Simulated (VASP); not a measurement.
Input of a VASP 6.6.1 run:

INCAR

```
PREC     = Accurate       # precision mode
ENCUT    = 520            # plane-wave cutoff, eV
EDIFF    = 1E-6           # SCF threshold, eV
ISMEAR   = -1             # smearing method
SIGMA    = 0.1            # smearing width, eV
LREAL    = F              # projectors in reciprocal space
LASPH    = T              # aspherical terms in the spheres
NELM     = 80             # most SCF steps
ALGO     = Normal         # electronic algorithm
ISIF     = 2              # what is computed and relaxed
LWAVE    = F              # write WAVECAR
LCHARG   = F              # write CHGCAR
GGA      = PS             # functional
NBANDS   = 19             # bands
```

KPOINTS

```
Automatic mesh
0
Gamma
  19 19 10
```

File POSCAR:

```
Zr
1.0
    3.2665442834      0.0000000000      0.0000000000
   -1.6332721417      2.8289103320      0.0000000000
    0.0000000000      0.0000000000      5.2515909008
Zr
2
Direct
    0.3333333333      0.6666666667      0.2500000000
    0.6666666667      0.3333333333      0.7500000000
```

Potentials or basis: VASP PAW PBE potentials, release 64 (Zr_sv).

Run with:

```sh
$ cat potpaw_PBE.64/Zr_sv/POTCAR > POTCAR
$ mpirun -np 1 vasp_std > vasp.out
```

**Question.** What does it give for the pressure?

**Answer.** -6.6 GPa.

**Question.** What does it give for the band gap on the k mesh?

**Answer.** Zero (band 12 reaches 9.28 eV, above the bottom of band 13 at 8.07 eV).

Stress tensor (GPa, compression positive):
```
-6.48  0.00  0.00
 0.00 -6.48  0.00
 0.00  0.00 -6.93
```

Caveat: the PAW data sets were made with another functional, which shifts forces and pressure a little.
